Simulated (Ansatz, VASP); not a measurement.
## One calculation of ScZn3, two programs

```
CELL_PARAMETERS angstrom
0.00000 3.15639 3.15639
3.15639 0.00000 3.15639
3.15639 3.15639 0.00000
ATOMIC_POSITIONS crystal
Sc 0.00000 0.00000 0.00000
Zn 0.25000 0.25000 0.25000
Zn 0.75000 0.75000 0.75000
Zn 0.50000 0.50000 0.50000
```

Alike in both runs: task single point; functional LDA; k mesh 6 × 6 × 6; occupations fermi-dirac, width 0.15 eV; no spin polarisation.

```csv
,VASP,Ansatz
version,VASP 6.6.1,Ansatz 0.2.0
potentials or method,"VASP PAW LDA potentials, release 64 (Sc_sv, Zn), cutoff 520 eV","plane waves, PAW"
valence electrons in the cell,47,47
```

|  | VASP | Ansatz | Ansatz less VASP |
| --- | --- | --- | --- |
| pressure (GPa) | -5.6 | -6.0 | -0.38 |

LDA's correlation is that of Perdew and Zunger in VASP and of Perdew and Wang (1992) in Ansatz. Ansatz's warnings: stress scf threshold loose.
